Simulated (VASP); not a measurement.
# SnO2 (P1) in VASP: further runs

SnO2 is run at these levels: PBE+D3(BJ); tasks: single point.

Program: VASP 6.6.1. These are calculated values, not measurements. Logs are shortened: lines on timing, memory, paths and dates and some standing lists are left out, and cuts for length are marked.

### Step 1. The cell of the first run

The typed cell holds 24 atoms: a = 7.019 Å, b = 7.019 Å, c = 6.677 Å, α = 90.00°, β = 90.00°, γ = 90.00°.

### Step 2. Single point, PBE+D3(BJ)

INCAR

```
  PREC = Accurate
  ENCUT = 520
  EDIFF = 1E-6
  ISMEAR = -1
  SIGMA = 0.3
  LREAL = Auto
  LASPH = T
  NELM = 80
  ALGO = Normal
  ISIF = 2
  LWAVE = F
  LCHARG = T
  GGA = PE
  IVDW = 12
  LELF = T
  LVHAR = T
  NBANDS = 122
```

KPOINTS

```
regular mesh
0
Gamma
  3 3 3
```

POSCAR

```
SnO2
1.0
   -4.9632720000     -4.9632720000      0.0000000000
    4.9632720000     -4.9632720000      0.0000000000
    0.0000000000      0.0000000000      6.6767160000
Sn O
8 16
Direct
    0.5480658727      0.5060774425     -0.0158910458
   -0.0029013119      0.4961041829      0.2785650910
    0.5126759122      0.5300636354      0.5554527106
   -0.0016622099      0.4419967312      0.7307784246
   -0.0414242862     -0.0225859070     -0.0152619941
    0.5046872305     -0.0210143631      0.2407920301
   -0.0393087463      0.0246812989      0.5317434499
    0.5099559323      0.0482040879      0.7160556178
    0.2359935140      0.4033830908     -0.0625457186
   -0.0634057533      0.1884039400      0.2811861400
    0.8375523244      0.5894700109     -0.0515373127
   -0.0669820231      0.8180792832      0.2549756497
    0.2144955989      0.3672778764      0.4941501181
   -0.1125265752      0.1674500209      0.7465945833
    0.8136769454      0.5476226167      0.5106702157
    0.0818814685      0.8500037878      0.7341633222
    0.6364148489     -0.0777712767     -0.0151122198
    0.5076086904      0.7000422302      0.2533431106
    0.2720685064     -0.0049664818     -0.0057513304
    0.6232985015      0.3174115785      0.1693347448
    0.6874799527      0.0342012285      0.5052483886
    0.4834310914      0.7145890856      0.7743777031
    0.3272135801      0.0341206365      0.4788581692
    0.5954640407      0.3245540442      0.7671136529
```

Potentials or basis: VASP PAW PBE potentials, release 64 (Sn_d, O).

Run with:

```console
cat potpaw_PBE.64/Sn_d/POTCAR potpaw_PBE.64/O/POTCAR > POTCAR
mpirun -np 1 vasp_std > vasp.out
```

OUTCAR:

```text
PREC = Accurate
   ENCUT = 520
   EDIFF = 1E-6
   ISMEAR = -1
   LREAL = Auto
   LASPH = T
   NELM = 80
   ISIF = 2
   GGA = PE
   IVDW = 12
 IVDW          = 12

 ion  position               nearest neighbor table
   1  0.548  0.506  0.984-  20 1.89  24 1.96  22 2.08  11 2.13  18 2.27   9 2.33   3 2.88   4 3.61
                             8 3.69   2 3.72   6 3.75
   2  0.997  0.496  0.279-  15 2.05  10 2.20  13 2.28  12 2.31  11 2.56   4 3.04   4 3.68   1 3.72
                             7 3.72
   3  0.513  0.530  0.555-  22 1.96  24 2.10  15 2.14  18 2.34  13 2.42   1 2.88   8 3.55   4 3.66

   4  0.998  0.442  0.731-  14 2.08  15 2.10  11 2.11   9 2.18  13 2.25   2 3.04   7 3.23   1 3.61
                             3 3.66   2 3.68   5 3.69
   5  0.959  0.977  0.985-  16 2.09  12 2.13  14 2.13  19 2.20  17 2.29  10 2.48  11 2.86   7 3.04
                             6 3.62   8 3.66   7 3.67   4 3.69
   6  0.505  0.979  0.241-  18 1.96  17 1.98  23 2.06  21 2.22  19 2.32  20 2.56   8 3.21   8 3.54
                             5 3.62   1 3.75   7 3.76
   7  0.961  0.025  0.532-  14 1.82  21 1.93  16 2.01  10 2.04  12 2.36  23 2.60   5 3.04   4 3.23
                             8 3.40   5 3.67   2 3.72   6 3.76
   8  0.510  0.048  0.716-  21 1.88  23 2.04  24 2.06  17 2.19  22 2.38  19 2.53  14 2.79   6 3.21
                             7 3.40   6 3.54   3 3.55   5 3.66   1 3.69
   9  0.236  0.403  0.937-   4 2.18   1 2.33
  10  0.937  0.188  0.281-   7 2.04   2 2.20   5 2.48
  11  0.838  0.589  0.948-   4 2.11   1 2.13   2 2.56   5 2.86
  12  0.933  0.818  0.255-   5 2.13   2 2.31   7 2.36
  13  0.214  0.367  0.494-   4 2.25   2 2.28   3 2.42
  14  0.887  0.167  0.747-   7 1.82   4 2.08   5 2.13   8 2.79
  15  0.814  0.548  0.511-   2 2.05   4 2.10   3 2.14
  16  0.082  0.850  0.734-   7 2.01   5 2.09
  17  0.636  0.922  0.985-   6 1.98   8 2.19   5 2.29
  18  0.508  0.700  0.253-   6 1.96   1 2.27   3 2.34
  19  0.272  0.995  0.994-   5 2.20   6 2.32   8 2.53
  20  0.623  0.317  0.169-   1 1.89   6 2.56
  21  0.687  0.034  0.505-   8 1.88   7 1.93   6 2.22
  22  0.483  0.715  0.774-   3 1.96   1 2.08   8 2.38
  23  0.327  0.034  0.479-   8 2.04   6 2.06   7 2.60
  24  0.595  0.325  0.767-   1 1.96   8 2.06   3 2.10

  LATTYP: Found a simple tetragonal cell.
 ALAT       =     7.0191265761
 C/A-ratio  =     0.9512174952

  Lattice vectors:

 A1 = (  -4.9632720000,  -4.9632720000,   0.0000000000)
 A2 = (   4.9632720000,  -4.9632720000,   0.0000000000)
 A3 = (   0.0000000000,   0.0000000000,   6.6767160000)

Analysis of symmetry for initial positions (statically):
=====================================================================
 Subroutine PRICEL returns:
 Original cell was already a primitive cell.

 Routine SETGRP: Setting up the symmetry group for a
 simple tetragonal supercell.

 Subroutine GETGRP returns: Found  1 space group operations
 (whereof  1 operations were pure point group operations)
[... 161 lines left out ...]
   NUPDOWN=      -1.0000    fix difference up-down
   EMIN   =  10.00;   EMAX   =-10.00  energy-range for DOS
   EFERMI =   0.00;   METHOD = LEGACY
   ISMEAR =    -1;   SIGMA  =   0.30  broadening in eV -4-tet -1-fermi 0-gaus
   EFERMI_NEDOS =   21; number of points for ismear=-14 and -15
   IALGO  =     38    algorithm
   IMIX   =      4    mixing-type and parameters
     AMIX     =   0.40;   BMIX     =  1.00
     AMIX_MAG =   1.60;   BMIX_MAG =  1.00
  volume/ion in A,a.u.               =      13.71        92.49
  Fermi-wavevector in a.u.,A,eV,Ry     =   1.405140  2.655330 26.863593  1.974418
  Thomas-Fermi vector in A             =   2.527631
   LORBIT       =      0    0 simple, 1 ext, 2 COOP (PROOUT), +10 PAW based schemes
   GGA     = PE    functional components
   LHFCALC =     F    Hartree Fock is set to
   AEXX    =    0.0000 exact exchange contribution
   IVDW    =    12    specifies the selected vdW correction
   LEPSILON=     F    determine dielectric tensor
   LRPA    =     F    only Hartree local field effects (RPA)
 non-spin polarized calculation
  energy-cutoff  :      520.00
  volume of cell :      328.95
 maximum number of plane-waves:      8902
 NGX is ok and might be reduce to    54
   NGX = 27   NGY = 27   NGZ = 25

 number of electron     208.0000019 magnetization

 Free energy of the ion-electron system (eV)
  ---------------------------------------------------
  ext. energy  EPLUGINS =         0.00000000
  ---------------------------------------------------
  free energy    TOTEN  =      -135.03844151 eV

  energy without entropy =     -133.94546108  energy(sigma->0) =     -134.49195129

 E-fermi :   5.6701     XC(G=0): -10.5563

 val. band max:        5.6204643423   @ k =   0.3333   0.0000   0.0000
 cond. band min:       5.7248574823   @ k =   0.0000   0.3333   0.0000
 fundamental gap:      0.1043931400
 Fermi energy:         5.6700535563

 k-point     1 :       0.0000    0.0000    0.0000
  band No.  band energies     occupation
      1     -17.0195      2.00000
      2     -16.7325      2.00000
      3     -16.6585      2.00000
      4     -16.5515      2.00000
      5     -16.3714      2.00000
      6     -16.2200      2.00000
[... 1655 lines left out ...]
    115      10.7319      0.00000
    116      10.8717      0.00000
 [bands above 116 left out]

------------------------ aborting loop because EDIFF is reached ----------------------------------------

 Edisp (eV)   -4.65751

 E8    (eV) :    -1.8729

  FORCE on cell =-STRESS in cart. coord.  units (eV):
  Direction    XX          YY          ZZ          XY          YZ          ZX
  --------------------------------------------------------------------------------------
  -------------------------------------------------------------------------------------
  Total      -0.33915    -8.89312     6.29912    -4.06535    -3.12430     9.44902
  in kB      -1.65187   -43.31474    30.68041   -19.80063   -15.21719    46.02230
  external pressure =       -4.76 kB  Pullay stress =        0.00 kB

 VOLUME and BASIS-vectors are now :
 -----------------------------------------------------------------------------
  energy-cutoff  :      520.00
  volume of cell :      328.95
      direct lattice vectors                 reciprocal lattice vectors
    -4.963272000 -4.963272000  0.000000000    -0.100739996 -0.100739996  0.000000000
     4.963272000 -4.963272000  0.000000000     0.100739996 -0.100739996  0.000000000
     0.000000000  0.000000000  6.676716000     0.000000000  0.000000000  0.149774230

 POSITION                                       TOTAL-FORCE (eV/Angst)
 -----------------------------------------------------------------------------------
     -0.20840     -5.23200      6.57062         3.294822     -0.767888      2.823583
     -2.48657     -7.41117      1.85990        -0.153171      0.234489     -2.683561
      0.08630     -5.17540      3.70860         0.271556      0.709733     -4.221148
     -2.76127     -7.14877      4.87920        -0.047296     -2.337100      2.720401
      0.09350     -9.60884      6.57482        -1.832917     -0.014668      2.543150
      2.35407     -7.36387      1.60770         2.835547     -0.778771     -0.383746
[... 16 lines left out ...]
     -1.45470     -1.79340      3.19720         0.094948      0.625333      0.147612
     -1.34460     -4.56630      5.12180         0.617277      1.283862     -2.537843
 -----------------------------------------------------------------------------------
    total drift:                                0.036600     -0.022547     -0.005072

  FREE ENERGIE OF THE ION-ELECTRON SYSTEM (eV)
  ---------------------------------------------------
  free  energy   TOTEN  =      -139.6959555744 eV

  energy  without entropy=     -138.6029751482  energy(sigma->0) =     -139.14946536
```

stdout:

```text
POSCAR found type information on POSCAR SnO
 POSCAR found :  2 types and      24 ions
 scaLAPACK will be used
 LDA part: xc-table for (Slater+PW92), standard interpolation
 POSCAR, INCAR and KPOINTS ok, starting setup
 FFT: planning ... GRIDC
 FFT: planning ... GRID_SOFT
 FFT: planning ... GRID
 WAVECAR not read
 entering main loop
```

Wall time 34 min (1 thread of Intel Xeon 8259CL, shared host); peak memory 0.58 GiB.

What came out:

* Free energy: -139.6960 eV
* Pressure: -0.5 GPa
* Largest force: 9.600 eV/Å
* Band gap on the k mesh: zero (bands 104 and 105 overlap by 0.05 eV)
* Dispersion energy per atom: -0.194 eV

Forces on the atoms (eV/Å):
```
Sn   3.295 -0.768  2.824
Sn  -0.153  0.234 -2.684
Sn   0.272  0.710 -4.221
Sn  -0.047 -2.337  2.720
Sn  -1.833 -0.015  2.543
Sn   2.836 -0.779 -0.384
Sn  -6.639 -0.225 -6.930
Sn   1.516  3.544  4.306
O    1.459  0.172  0.114
O   -0.096 -1.454 -1.314
O   -1.612  0.079  0.244
O   -1.137 -0.578  0.294
O    2.480 -1.357  0.366
O    2.151 -3.210  5.293
O   -0.538  0.178  0.658
O    0.350  1.748 -0.532
O   -0.458 -3.419 -1.416
O   -1.527  2.293  1.340
O    0.160 -1.091  0.836
O   -0.944  1.818  2.507
O   -0.315  2.026 -3.001
O    0.070  0.522 -1.172
O    0.095  0.625  0.148
O    0.617  1.284 -2.538
```

Caveat: the stress differs along the axes, from -4 to 3 GPa; so wide a smearing shifts energies and pressures; semilocal functionals underestimate gaps, and a narrow one can read as zero; spin-orbit coupling is left out, which moves the levels of the heavy elements; forces of over 1 eV/Å act on the atoms, so gaps and moduli don't describe the material at rest.

### Step 3. Single point, PBE+D3(BJ)

INCAR

```
PREC = Accurate
ENCUT = 520
EDIFF = 1E-7
ISMEAR = -1
SIGMA = 0.3
LREAL = Auto
LASPH = True
NELM = 60
ALGO = Normal
ISIF = 2
LWAVE = False
LCHARG = False
GGA = PE
IVDW = 12
NBANDS = 122
```

KPOINTS is that of step 2.

POSCAR

```
SnO2
1.0
   -4.9632720000     -4.9632720000      0.0000000000
    4.9632720000     -4.9632720000      0.0000000000
    0.0000000000      0.0000000000      6.6767160000
Sn O
8 16
Direct
    0.5576563203      0.5043850105     -0.0245030641
    0.0211352511      0.4970712868      0.2707019439
    0.4867958073      0.5528812445      0.5271304036
    0.0309674747      0.4635853123      0.7557607662
   -0.0333046426     -0.0047750758     -0.0101996251
    0.4867051413     -0.0060343257      0.2054752666
   -0.0533619757     -0.0084520856      0.4991825323
    0.4825345055      0.0622472434      0.7127006750
    0.2577634270      0.4829979094     -0.0204891147
   -0.0182137912      0.1921514678      0.2732780607
    0.8593625334      0.4971821008     -0.0140038905
    0.0401952583      0.8137776854      0.2262339749
    0.2208422186      0.4688640880      0.4941201633
   -0.0632647173      0.1715602127      0.7270190914
    0.8237005749      0.5132602042      0.5099512994
    0.0173977973      0.8129213954      0.7473134996
    0.6773958792     -0.0459575860     -0.0136594098
    0.5114267362      0.6830070969      0.2417356077
    0.2802888901     -0.0355511445      0.0041337688
    0.5476729867      0.2743452303      0.1667286732
    0.6853543388     -0.0589933415      0.5147740296
    0.4671112121      0.7232124292      0.7487962645
    0.2814876960      0.0504304419      0.4608553067
    0.5652118199      0.3440270854      0.7204440027
```

Potentials or basis: VASP PAW PBE potentials, release 64 (Sn_d, O).

Run with:

```console
cat potpaw_PBE.64/Sn_d/POTCAR potpaw_PBE.64/O/POTCAR > POTCAR
mpirun -np 1 vasp_std > vasp.out
```

Run time: 34 min. Hardware: 1 thread of Intel Xeon 8259CL, shared host; peak memory 0.54 GiB.

The run converged. Its results:

| Property | Result |
| --- | --- |
| Free energy | -145.8121 eV |
| Pressure | -6.8 GPa |
| Largest force | 5.428 eV/Å |
| Band gap on the k mesh | 0.09 eV (least direct gap 0.26 eV) |
| Dispersion energy per atom | -0.193 eV |

Forces in eV/Å, atoms in the order of the input:
```
Sn   1.503  0.327  2.515
Sn   0.743  0.268 -1.494
Sn  -1.536 -2.226 -3.867
Sn   0.606 -1.511 -1.068
Sn  -1.574 -0.640  0.412
Sn   0.781  0.737  2.176
Sn  -4.433 -2.755 -1.493
Sn  -1.448  2.704  0.379
O    1.192  2.138 -0.192
O    0.476  0.108 -1.601
O    0.974  0.592  1.599
O    0.106  1.763  1.702
O    0.779  1.057  0.484
O    0.784 -2.283  2.170
O   -0.476 -0.790 -0.309
O   -0.427  0.726 -0.595
O   -0.216 -0.600 -1.114
O   -0.254  0.104  0.289
O    1.113 -1.147 -2.113
O    0.451 -0.531  0.738
O    3.233  2.479 -0.927
O   -0.139 -0.655  1.385
O   -1.699 -1.122  1.171
O   -0.536  1.258 -0.249
```

Stress tensor (GPa, compression positive):
```
-8.33  1.34  2.50
 1.34 -4.37 -1.66
 2.50 -1.66 -7.65
```

Levels at points of the mesh, in eV from the valence-band top:
| k point | band 101 | band 102 | band 103 | band 104 | band 105 | band 106 | band 107 | band 108 |
| --- | --- | --- | --- | --- | --- | --- | --- | --- |
| (0.00, 0.00, 0.00) | -0.56 | -0.49 | -0.27 | -0.18 | 0.09 | 2.14 | 2.75 | 3.07 |

Caveat: the cell stands under tension; the smearing spreads over this small gap; the atoms stand as in a frame of molecular dynamics; so wide a smearing shifts energies and pressures; semilocal functionals underestimate gaps, and a narrow one can read as zero; spin-orbit coupling is left out, which moves the levels of the heavy elements; forces of over 1 eV/Å act on the atoms, so gaps and moduli don't describe the material at rest. A k mesh can miss the band edges.

The gap in the log of VASP goes by the Fermi energy; the results here count the filled bands.